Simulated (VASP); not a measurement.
## CoSi2 (fluorite type): relaxation of cell and atoms with r2SCAN

The system is CoSi2 (fluorite type).

```
Co Si
1.0
     0.00000    2.64703    2.64703
     2.64703    0.00000    2.64703
     2.64703    2.64703    0.00000
Co Si
1 2
Direct
  0.00000 0.00000 0.00000
  0.25000 0.25000 0.25000
  0.75000 0.75000 0.75000
```

* Program: VASP 6.6.1
* Task: relaxation of cell and atoms
* Functional: r2SCAN
* Potentials or basis: VASP PAW PBE potentials, release 64 (Co, Si)
* Cutoff: 600 eV
* k mesh: 11 × 11 × 11
* Occupations: fermi-dirac, width 0.05 eV
* Spin: no spin polarisation
* Dipole correction: no
* Further INCAR settings: ALGO = Normal; EDIFF = 1e-06; IBRION = 2; EDIFFG = -0.005; NSW = 60; ISIF = 3

* Relaxed volume: 12.50 Å³/atom
* Relaxed cell: a = 3.757 Å, b = 3.757 Å, c = 3.757 Å, α = 60.00°, β = 60.00°, γ = 60.00°
* Space group after relaxing (to 0.1 Å): Fm-3m (No. 225)
* Energy gained by relaxing: 0.9 meV/atom
* Ionic steps: 3
* Pressure after relaxing: 0.0 GPa
* Band gap on the k mesh: zero (an odd number of electrons rules out a gap without spin polarisation)

Step by step:
```csv
step,energy change (eV),largest force (eV/Å),pressure (GPa),volume (Å³)
1,0.0000,0.0000,2.23,37.09
2,0.0017,0.0000,-2.69,38.03
3,-0.0028,0.0000,0.01,37.50
```

Final structure:
```cif
data_structure
_symmetry_space_group_name_H-M 'P 1'
_symmetry_Int_Tables_number 1
_cell_length_a 3.7571
_cell_length_b 3.7571
_cell_length_c 3.7571
_cell_angle_alpha 60.000
_cell_angle_beta 60.000
_cell_angle_gamma 60.000
_cell_volume 37.50
loop_
_atom_site_label
_atom_site_type_symbol
_atom_site_fract_x
_atom_site_fract_y
_atom_site_fract_z
_atom_site_occupancy
Co1 Co 0.00000 0.00000 0.00000 1
Si1 Si 0.25000 0.25000 0.25000 1
Si2 Si 0.75000 0.75000 0.75000 1
```

Levels at points of the mesh, in eV from the Fermi level:
```
           k point  band 7  band 8  band 9  band 10  band 11  band 12
(0.00, 0.00, 0.00)    1.51    3.60    3.60     3.72     3.72     3.72
```

Run time: 9.2 min on 1 thread of Intel Xeon 8259CL, on a shared host, peak memory 0.2 GiB.

Caveat: the PAW data sets were made with another functional, which shifts forces and pressure a little; the run has no spin polarisation, though such a crystal can be magnetic. Spin polarisation is off, so any magnetic state and its effect on volume and gap are missing.
